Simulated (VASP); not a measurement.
# Au in VASP: further runs, part 2 of 2

VASP 6.6.1. Earlier steps stand in the parts before.

## 3. Single point, PBE

This run uses another cell than the first one, of 18.06 Å³/atom, 0.997 times its volume.

Contents of INCAR:

```
SYSTEM = Au
PREC = Accurate ; ENCUT = 520
EDIFF = 1E-6 ; ISMEAR = 0
SIGMA = 0.1 ; LREAL = .False.
LASPH = .True. ; NELM = 60
ALGO = Fast ; ISIF = 2
LWAVE = .False. ; LCHARG = .True.
GGA = PE ; LELF = .True.
LVHAR = .True. ; NBANDS = 12
```

Contents of KPOINTS:

```
Automatic mesh
0
Gamma
  8 8 8
  0 0 0
```

Contents of POSCAR:

```
Au
1.0
   -1.4276643351      1.4276643351      2.2149538279
    1.4276643351     -1.4276643351      2.2149538279
    1.4276643351      1.4276643351     -2.2149538279
Au
1
Direct
    0.0000000000      0.0000000000      0.0000000000
```

Potentials or basis: VASP PAW PBE potentials, release 64 (Au).

Command:

```console
> cat potpaw_PBE.64/Au/POTCAR > POTCAR
> mpirun -np 1 vasp_std > vasp.out
```

OUTCAR:

```text
SYSTEM = Au
   PREC = Accurate
   ENCUT = 520
   EDIFF = 1E-6
   ISMEAR = 0
   LREAL = .False.
   LASPH = .True.
   NELM = 60
   ISIF = 2
   GGA = PE

 ion  position               nearest neighbor table
   1  0.000  0.000  0.000-

  LATTYP: Found a body centered tetragonal cell.
 ALAT       =     2.8553286702
 C/A-ratio  =     1.5514527984

  Lattice vectors:

 A1 = (  -1.4276643351,   1.4276643351,   2.2149538279)
 A2 = (   1.4276643351,  -1.4276643351,   2.2149538279)
 A3 = (   1.4276643351,   1.4276643351,  -2.2149538279)

Analysis of symmetry for initial positions (statically):
=====================================================================
 Subroutine PRICEL returns:
 Original cell was already a primitive cell.

 Routine SETGRP: Setting up the symmetry group for a
 body centered tetragonal supercell.

 Subroutine GETGRP returns: Found 16 space group operations
 (whereof 16 operations were pure point group operations)
 out of a pool of 16 trial point group operations.

The static configuration has the point symmetry D_4h.

Analysis of symmetry for dynamics (positions and initial velocities):
=====================================================================
 Subroutine PRICEL returns:
 Original cell was already a primitive cell.

 Routine SETGRP: Setting up the symmetry group for a
 body centered tetragonal supercell.

 Subroutine GETGRP returns: Found 16 space group operations
 (whereof 16 operations were pure point group operations)
 out of a pool of 16 trial point group operations.

The dynamic configuration has the point symmetry D_4h.

 Subroutine INISYM returns: Found 16 space group operations
 (whereof 16 operations are pure point group operations),
 and found     1 'primitive' translations

----------------------------------------------------------------------------------------

                                     Primitive cell

  volume of cell :      18.0583

  direct lattice vectors                    reciprocal lattice vectors
    -1.427664335  1.427664335  2.214953828     0.000000000  0.350222379  0.225738340
[... 115 lines left out ...]
 non-spin polarized calculation
 RMM-DIIS sequential band-by-band and
 Gauss-broadening in eV      SIGMA  =   0.10
  energy-cutoff  :      520.00
  volume of cell :       18.06
 maximum number of plane-waves:       504
 NGX is ok and might be reduce to    24

 number of electron      11.0000002 magnetization

 Free energy of the ion-electron system (eV)
  ---------------------------------------------------
  ext. energy  EPLUGINS =         0.00000000
  ---------------------------------------------------
  free energy    TOTEN  =        -3.19508832 eV

  energy without entropy =       -3.19301339  energy(sigma->0) =       -3.19405085

 E-fermi :   8.5875     XC(G=0): -12.3700

 val. band max:        8.4958256621   @ k =  -0.1250   0.3750   0.1250
 cond. band min:       8.5904599319   @ k =   0.5000   0.2500   0.1250
 fundamental gap:      0.0946342698
 Fermi energy:         8.5875036460

 k-point     1 :       0.0000    0.0000    0.0000
  band No.  band energies     occupation
      1      -0.7182      2.00000
      2       3.6160      2.00000
      3       4.4414      2.00000
      4       4.4414      2.00000
      5       5.0538      2.00000
      6       5.8958      2.00000
      7      23.2506      0.00000
      8      25.9352      0.00000
      9      27.2214      0.00000
     10      27.2214      0.00000
     11      31.6337      0.00000
     12      33.9661      0.00000
[... 331 lines left out ...]
 k-point    24 :       0.3750    0.1250    0.1250
  band No.  band energies     occupation
      1       2.7211      2.00000
      2       3.5768      2.00000
      3       4.5658      2.00000
      4       4.8089      2.00000
      5       6.5517      2.00000
      6      11.1385      0.00000
      7      11.4979      0.00000
      8      21.0433      0.00000
      9      21.8504      0.00000
     10      24.6559      0.00000
     11      30.6743      0.00000
     12      34.5867      0.00000

 [... further k-points ...]

------------------------ aborting loop because EDIFF is reached ----------------------------------------

  FORCE on cell =-STRESS in cart. coord.  units (eV):
  Direction    XX          YY          ZZ          XY          YZ          ZX
  --------------------------------------------------------------------------------------
  -------------------------------------------------------------------------------------
  Total       -0.0189385     -0.0189385     -0.0145781      0.0000000     -0.0000000      0.0000000
  in kB       -1.6802717     -1.6802717     -1.2934021      0.0000000     -0.0000000      0.0000000
  external PRESSURE =      -1.5513152 kB  Pullay stress =       0.0000000 kB

 VOLUME and BASIS-vectors are now :
 -----------------------------------------------------------------------------
  energy-cutoff  :      520.00
  volume of cell :       18.06
      direct lattice vectors                 reciprocal lattice vectors
    -1.427664335  1.427664335  2.214953828     0.000000000  0.350222379  0.225738340
     1.427664335 -1.427664335  2.214953828     0.350222379  0.000000000  0.225738340
     1.427664335  1.427664335 -2.214953828     0.350222379  0.350222379  0.000000000

 POSITION                                       TOTAL-FORCE (eV/Angst)
 -----------------------------------------------------------------------------------
      0.00000      0.00000      0.00000         0.000000      0.000000      0.000000
 -----------------------------------------------------------------------------------
    total drift:                                0.000000      0.000000      0.000000

  FREE ENERGIE OF THE ION-ELECTRON SYSTEM (eV)
  ---------------------------------------------------
  free  energy   TOTEN  =        -3.1950883186 eV

  energy  without entropy=       -3.1930133866  energy(sigma->0) =       -3.19405085
```

OSZICAR:

```text
N       E                     dE             d eps       ncg     rms          rms(c)
DAV:   1     0.504275641475E+02    0.50428E+02   -0.55768E+03  1464   0.813E+02
DAV:   2    -0.269888607656E+01   -0.53126E+02   -0.50227E+02  1648   0.185E+02
DAV:   3    -0.345819386944E+01   -0.75931E+00   -0.75863E+00  1688   0.217E+01
DAV:   4    -0.346072611305E+01   -0.25322E-02   -0.25321E-02  1692   0.144E+00
DAV:   5    -0.346074552887E+01   -0.19416E-04   -0.19416E-04  1736   0.121E-01    0.785E+00
RMM:   6    -0.321164606067E+01    0.24910E+00   -0.31201E-01  1424   0.462E+00    0.511E+00
RMM:   7    -0.319685680413E+01    0.14789E-01   -0.32676E-02  1501   0.169E+00    0.265E+00
RMM:   8    -0.319512372326E+01    0.17331E-02   -0.27183E-03  1550   0.436E-01    0.325E-01
RMM:   9    -0.319508290616E+01    0.40817E-04   -0.37517E-04  1625   0.165E-01    0.106E-01
RMM:  10    -0.319508690574E+01   -0.39996E-05   -0.55819E-05  1605   0.561E-02    0.485E-02
RMM:  11    -0.319508835158E+01   -0.14458E-05   -0.12302E-05  1487   0.224E-02    0.105E-02
RMM:  12    -0.319508831858E+01    0.33002E-07   -0.11401E-06  1251   0.672E-03
   1 F= -.31950883E+01 E0= -.31940509E+01  d E =-.207493E-02
```

stdout:

```text
POSCAR found type information on POSCAR Au
 POSCAR found :  1 types and       1 ions
 scaLAPACK will be used
 LDA part: xc-table for (Slater+PW92), standard interpolation
 POSCAR, INCAR and KPOINTS ok, starting setup
 FFT: planning ... GRIDC
 FFT: planning ... GRID_SOFT
 FFT: planning ... GRID
 WAVECAR not read
 entering main loop
```

It took 5.6 s on 1 thread of Intel Xeon 6975P-C (Granite Rapids), shared host; peak memory 0.14 GiB.

What came out:

```
Free energy : -3.1951 eV
Pressure    : -0.2 GPa
```

Levels at points of the mesh, in eV from the Fermi level:
```
           k point  band 2  band 3  band 4  band 5  band 6  band 7  band 8  band 9  band 10  band 11
(0.00, 0.00, 0.00)   -4.97   -4.15   -4.15   -3.53   -2.69   14.66   17.35   18.63    18.63    23.05
(0.50, 0.00, 0.00)   -4.83   -4.13   -2.15   -1.86   -0.72    2.77   13.43   16.28    17.73    22.53
(0.50, 0.50, 0.00)   -6.25   -2.11   -2.03   -1.38    1.66    6.00    9.32    9.35    16.23    18.54
(0.50, 0.50, 0.50)   -6.38   -1.99   -1.75   -1.75    0.22    3.95   10.89   10.89    17.53    19.92
```

Caveat: the k points lie up to 0.39 Å⁻¹ apart; spin-orbit coupling is left out, which moves the levels of the heavy elements.

## 4. Single point, PBE

This run uses another cell than the first one: it holds 6 atoms, not 1.

Contents of INCAR:

```
SYSTEM = Au
ALGO = Normal
EDIFF = 1E-6
ENCUT = 520
GGA = PE
ISIF = 2
ISMEAR = 0
LASPH = .True.
LCHARG = .False.
LREAL = .False.
LWAVE = .False.
NBANDS = 42
NELM = 100
PREC = Accurate
SIGMA = 0.1
```

Contents of KPOINTS:

```
k-points
0
Gamma
  4 4 4
  0 0 0
```

Contents of POSCAR:

```
Au
1.0
    5.1556894515      0.0000000000     -0.1089237108
    0.0000000000      4.9073815407      0.0000000000
   -2.4203148960      0.0000000000      4.3405476946
Au
6
Direct
    0.0000000000      0.0000000000      0.0000000000
    0.0000000000      0.5000000000      0.5000000000
    0.3326600390      0.5002072296      0.1660507405
    0.6673399610      1.0002072296      0.3339492595
    0.6673399610      0.4997927704      0.8339492595
    0.3326600390     -0.0002072296      0.6660507405
```

Command:

```console
> cat potpaw_PBE.64/Au/POTCAR > POTCAR
> mpirun -np 1 vasp_std > vasp.out
```

Run time: 83 s. Hardware: 1 thread of Intel Xeon Platinum 8259CL at 2.50GHz (Skylake/Cascade Lake), shared host; peak memory 0.27 GiB.

It converged, with:

```
Free energy            : -19.3165 eV
Pressure               : -0.3 GPa
Largest force          : 0.034 eV/Å
Band gap on the k mesh : zero (band 33 reaches 12.04 eV, above the bottom of band 34 at 6.96 eV)
```

Forces on the atoms (eV/Å):
```
Au   0.000  0.000  0.000
Au   0.000  0.000  0.000
Au   0.022 -0.002  0.025
Au  -0.022 -0.002 -0.025
Au  -0.022  0.002 -0.025
Au   0.022  0.002  0.025
```

Stress tensor (GPa, compression positive):
```
-0.18  0.00 -0.21
 0.00 -0.17  0.00
-0.21  0.00 -0.40
```

Levels at points of the mesh, in eV from the Fermi level:
```tsv
k point	band 29	band 30	band 31	band 32	band 33	band 34	band 35	band 36
(0.00, 0.00, 0.00)	-2.64	-2.49	-1.66	-1.00	2.09	2.11	2.14	2.15
(0.50, 0.00, 0.00)	-2.05	-1.92	-1.72	-1.64	-1.11	2.17	2.37	2.38
(0.00, 0.50, 0.00)	-2.16	-2.16	-2.15	-2.15	3.40	3.40	3.40	3.40
(0.50, 0.50, 0.00)	-1.87	-1.87	-1.42	-1.42	-1.40	-1.40	2.25	2.25
(0.00, 0.00, 0.50)	-2.48	-2.48	-1.98	-1.98	0.60	0.60	2.84	2.84
(0.50, 0.00, 0.50)	-2.44	-2.44	-1.95	-1.95	0.88	0.88	2.78	2.78
(0.00, 0.50, 0.50)	-2.08	-2.08	-2.05	-2.05	-1.68	-1.68	-0.22	-0.22
(0.50, 0.50, 0.50)	-2.07	-2.07	-2.06	-2.06	-1.58	-1.58	0.02	0.02
```

Caveat: the k points lie up to 0.37 Å⁻¹ apart; spin-orbit coupling is left out, which moves the levels of the heavy elements.

## 5. Summary

```csv
cell,k mesh,gap on the mesh (eV),pressure (GPa)
"a = 2.882, b = 2.882, c = 2.879 Å, angles 105.0, 105.0, 118.5°, 1 atom",24 × 24 × 22,none,-0.2
"a = 2.997 Å, angles 123.1, 123.1, 84.7°, 1 atom",8 × 8 × 8,none,-0.2
"a = 5.157, b = 4.907, c = 4.970 Å, angles 90.0, 120.4, 90.0°, 6 atoms",4 × 4 × 4,none,-0.3
```

Alike in all rows: task single point; level PBE; potentials or basis VASP PAW PBE potentials, release 64 (Au); no spin polarisation; cutoff (eV) 520; smearing gaussian 0.1 eV.

Caveats: some runs use coarse meshes; spin-orbit coupling is left out, which moves the levels of the heavy elements.

Absolute energies hang on the potentials; compare differences alone.
